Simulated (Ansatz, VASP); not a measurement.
One calculation of Sc, two programs

File INCAR:

```
  PREC = Accurate
  ENCUT = 500
  EDIFF = 1E-6
  ISMEAR = 0
  SIGMA = 0.05
  LREAL = F
  LASPH = T
  NELM = 120
  ALGO = Normal
  ISIF = 2
  LWAVE = F
  LCHARG = T
  GGA = PE
  LELF = T
  LVHAR = T
  NBANDS = 18
  GGA_COMPAT = F
```

Contents of KPOINTS:

```
Automatic mesh
0
Gamma
  8 8 5
```

Contents of POSCAR:

```
Sc
1.0
    3.2960001200      0.0000000000      0.0000000000
   -1.6480000600      2.8544198300      0.0000000000
    0.0000000000      0.0000000000      5.2750000000
Sc
2
Direct
    0.3333333300      0.6666666700      0.2500000000
    0.6666666700      0.3333333300      0.7500000000
```

Input for Ansatz:

```yaml
crystal:
  lattice:
    - [3.29600012, 0.0, 0.0]
    - [-1.64800006, 2.85441983, 0.0]
    - [0.0, 0.0, 5.275]
  atoms:
    - { symbol: Sc, position: [0.33333333, 0.66666667, 0.25] }
    - { symbol: Sc, position: [0.66666667, 0.33333333, 0.75] }
hamiltonian:
  xc: pbe
  pseudopotentials: { kind: paw }
basis:
  ecutwfc: 420
kpoints:
  mp_grid: { grid: [8, 8, 5] }
scf:
  occupations: { method: gaussian, width: 0.05 }
  lower_state_search: "off"
output:
  forces: true
  stress: true
  write_density: true
  write_potential: true
  elf: true
  volumetric_format: npy
```

Alike in both runs: task single point; functional PBE; k mesh 8 × 8 × 5; occupations gaussian, width 0.05 eV; no spin polarisation.

```csv
,VASP,Ansatz
version,VASP 6.6.1,Ansatz 0.2.0
potentials or method,"VASP PAW PBE potentials, release 64 (Sc_sv), cutoff 500 eV","PAW, plane waves, scalar-relativistic"
valence electrons in the cell,22,22
```

VASP gave:

```
pressure (GPa)                                                : -0.3
traceless stress, the component that is largest in VASP (GPa) : -1.03
```

**Question.** Which values does Ansatz return?

**Answer.** Pressure (GPa): -0.3; traceless stress, the component that is largest in VASP (GPa): -1.04.

The functional is the same, so the differences come from potentials, cutoffs and numerics.
